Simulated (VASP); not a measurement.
Here is a VASP 6.6.1 calculation.

POSCAR

```
HfCO4
1.0
   -3.2312416900      3.1486542500      2.7749453700
    3.3414892300     -3.2074434000      2.9612526200
    3.2547922700      3.2309939800     -2.8397404300
Hf C O
2 2 8
Direct
    0.8563620000      0.1121990000      0.7453550000
    0.1169500000      0.8694120000      0.2480590000
    0.3713870000      0.6283920000      0.7491030000
    0.6213250000      0.3722790000      0.2491250000
    0.2622350000      0.2094690000      0.0686060000
    0.1787530000      0.6237820000      0.9304090000
    0.6310460000      0.2066020000      0.4303760000
    0.1854180000      0.2491890000      0.5647440000
    0.7365430000      0.8132390000      0.9397010000
    0.7875880000      0.7341720000      0.4321660000
    0.3748810000      0.8030540000      0.5616630000
    0.7990950000      0.3484190000      0.0560840000
```

INCAR.step1

```
PREC = Accurate ; ENCUT = 520
ISMEAR = 0 ; SIGMA = 0.0585
LREAL = False ; LASPH = True
NELM = 100 ; NBANDS = 50
GGA = PE ; ALGO = Normal
EDIFF = 1E-4 ; LWAVE = True
LCHARG = False
```

Contents of INCAR.step2:

```
PREC = Accurate ; ENCUT = 520
EDIFF = 1E-6 ; ISMEAR = 0
SIGMA = 0.0585 ; LREAL = False
LASPH = True ; NELM = 100
ALGO = Normal ; ISIF = 2
LWAVE = False ; LCHARG = True
METAGGA = R2SCAN ; LMIXTAU = True
LELF = True ; LVHAR = True
NBANDS = 50 ; ISTART = 1
```

KPOINTS

```
Automatic mesh
0
Gamma
  4 4 4
  0.5 0 0.5
```

Potentials or basis: VASP PAW PBE potentials, release 64 (Hf_pv, C, O).

Run with:

```console
$ cat potpaw_PBE.64/Hf_pv/POTCAR potpaw_PBE.64/C/POTCAR potpaw_PBE.64/O/POTCAR > POTCAR
$ cp INCAR.step1 INCAR
$ mpirun -np 1 vasp_std > vasp.out
$ cp INCAR.step2 INCAR
$ mpirun -np 1 vasp_std > vasp.out
```

(1) What does it give for the band gap on the k mesh?

(2) Estimate the pressure.

(3) What does it give for the largest force?

Results:

(1) 3.94 eV.

(2) -22.2 GPa.

(3) 6.736 eV/Å.

Caveat: the stress differs along the axes, from -31 to -10 GPa; the PAW data sets were made with another functional, which shifts forces and pressure a little; spin-orbit coupling is left out, which moves the levels of the heavy elements; a shifted mesh leaves out Γ, where band edges can lie.
